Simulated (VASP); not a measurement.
Write the native input for VASP 6.6.1 that does the following.

```yaml
Task: single point
Functional: PBEsol
Potentials_or_basis: VASP PAW PBE potentials, release 64 (Zr_sv, Si)
Cutoff: 520 eV
k_mesh: 6 × 6 × 12
Occupations: gaussian, width 0.15 eV
Spin: no spin polarisation
Dipole_correction: no
Further_INCAR_settings: ALGO = Fast; EDIFF = 1e-06; NBANDS = 55
```

The structure of Zr3Si2 lies in POSCAR:

```
Zr3Si2
1.0
    6.8536104879      0.0000000000      0.0000000000
    0.0000000000      7.0655778226      0.0000000000
    0.0000000000      0.0000000000      3.6444907344
Zr Si
6 4
Direct
    0.1744786440      0.6744786440      0.5000000000
    0.8255213560      0.3255213560      0.5000000000
    0.3255213560      0.1744786440      0.5000000000
    0.6744786440      0.8255213560      0.5000000000
    0.0000000000      0.0000000000      0.0000000000
    0.5000000000      0.5000000000      0.0000000000
    0.6223900172      0.1223900172      0.0000000000
    0.3776099828      0.8776099828      0.0000000000
    0.8776099828      0.6223900172      0.0000000000
    0.1223900172      0.3776099828      0.0000000000
```

This cell differs from its parent crystal: strain -0.0300 x Voigt [1, 0, 0, 0, 0, 0].

The input as run:

INCAR

```
SYSTEM = Zr3Si2
  PREC = Accurate
  ENCUT = 520
  EDIFF = 1E-6
  ISMEAR = 0
  SIGMA = 0.15
  LREAL = .False.
  LASPH = .True.
  NELM = 60
  ALGO = Fast
  ISIF = 2
  LWAVE = .False.
  LCHARG = .False.
  GGA = PS
  NBANDS = 55
```

KPOINTS

```
Automatic mesh
0
Gamma
  6 6 12
  0 0 0
```

Potentials or basis: VASP PAW PBE potentials, release 64 (Zr_sv, Si).

Run with:

```sh
$ cat potpaw_PBE.64/Zr_sv/POTCAR potpaw_PBE.64/Si/POTCAR > POTCAR
$ mpirun -np 1 vasp_std > vasp.out
```

Results of the run:

```json
{
  "Pressure": "5.2 GPa",
  "Largest force": "0.143 eV/Å",
  "Band gap on the k mesh": "zero (bands 44 and 45 overlap by 1.11 eV)"
}
```

Caveat: the cell differs from its parent crystal (strain -0.0300 x Voigt [1, 0, 0, 0, 0, 0]); the cell stands under pressure; the PAW data sets were made with another functional, which shifts forces and pressure a little.

Wall time 17 min on 1 thread of AMD EPYC 9R45 96-Core Processor (Zen 5), with other jobs on the host, peak memory 0.78 GiB.
